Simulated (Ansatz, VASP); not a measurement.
# One calculation of ScAl2P3, two programs

The input INCAR:

```
SYSTEM = ScAl2P3
ALGO = Normal
EDIFF = 1E-6
EDIFFG = -0.04
ENCUT = 600
GGA = PE
IBRION = 2
ISIF = 3
ISMEAR = 0
LASPH = .True.
LCHARG = .False.
LREAL = .False.
LWAVE = .False.
NELM = 60
NSW = 90
PREC = Accurate
SIGMA = 0.1
```

Contents of KPOINTS:

```
k-points
0
Gamma
  6 6 2
  0 0 0
```

Contents of POSCAR:

```
ScAl2P3
1.0
    3.6295476100      0.0000000000      0.0000000000
    0.0000000000      3.6295476100      0.0000000000
    0.0000000000      0.0000000000      8.4877455600
Sc Al P
1 2 3
Direct
    0.0000000000      0.0000000000      0.5000000000
    0.0000000000      0.0000000000      0.2567674100
    0.0000000000      0.0000000000      0.7432325900
    0.5000000000      0.5000000000      0.2460884400
    0.5000000000      0.5000000000      0.7539115600
    0.5000000000      0.5000000000      0.0000000000
```

Input for Ansatz:

```yaml
crystal:
  lattice:
    - [3.62954761, 0.0, 0.0]
    - [0.0, 3.62954761, 0.0]
    - [0.0, 0.0, 8.48774556]
  atoms:
    - { symbol: Sc, position: [0.0, 0.0, 0.5] }
    - { symbol: Al, position: [0.0, 0.0, 0.25676741] }
    - { symbol: Al, position: [0.0, 0.0, 0.74323259] }
    - { symbol: P, position: [0.5, 0.5, 0.24608844] }
    - { symbol: P, position: [0.5, 0.5, 0.75391156] }
    - { symbol: P, position: [0.5, 0.5, 0.0] }
basis:
  ecutwfc: 420
kpoints:
  mp_grid: { grid: [6, 6, 2] }
hamiltonian:
  xc: pbe
scf:
  occupations: { method: gaussian, width: 0.1 }
  lower_state_search: "off"
output:
  forces: true
  stress: true
  eigenvalues: true
relax:
  adjacent_minimum: "off"
  f_tol: 0.04
  max_steps: 70
  cell: { stress_tol: 0.4 }
```

Alike in both runs: task relaxation of cell and atoms; functional PBE; k mesh 6 × 6 × 2; occupations gaussian, width 0.1 eV; no spin polarisation.

|  | VASP | Ansatz |
| --- | --- | --- |
| version | VASP 6.6.1 | Ansatz 0.2.0 |
| potentials or method | VASP PAW PBE potentials, release 64 (Sc_sv, Al, P), cutoff 600 eV | scalar-relativistic, plane waves, PAW |
| valence electrons in the cell | 32 | 32 |

```tsv
	VASP	Ansatz	Ansatz less VASP
gap on the k mesh at the Fermi level, each at its own relaxed structure (eV)	none	none	-
relaxed volume (Å³/atom)	16.34	16.96	+0.612
relaxed length of the cell vector where the two differ most in proportion (Å)	3.321	3.439	+0.1181
```

A gap of «none» marks a metal or a gap that the smearing closes.

The k mesh is coarse, so the values compare programs but aren't converged.
